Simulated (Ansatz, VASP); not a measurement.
**CaO: VASP beside Ansatz**

```
Ca O
1.0
     0.00000    2.45700    2.45700
     2.45700    0.00000    2.45700
     2.45700    2.45700    0.00000
Ca O
1 1
Cartesian
  0.0000 0.0000 0.0000
  2.4570 2.4570 2.4570
```

Alike in both runs: task single point; functional PBE; k mesh 8 × 8 × 8; no spin polarisation.

|  | VASP | Ansatz |
| --- | --- | --- |
| version | VASP 6.6.1 | Ansatz 0.2.0 |
| potentials or method | VASP PAW PBE potentials, release 64 (Ca_sv, O), cutoff 600 eV | PAW, plane waves, scalar-relativistic |
| occupations | gaussian, width 0.01 eV | fixed |
| valence electrons in the cell | 16 | 16 |

VASP gave:

* pressure (GPa): -4.5

Task: Estimate Ansatz's values.

Result: Pressure (GPa): -4.8.
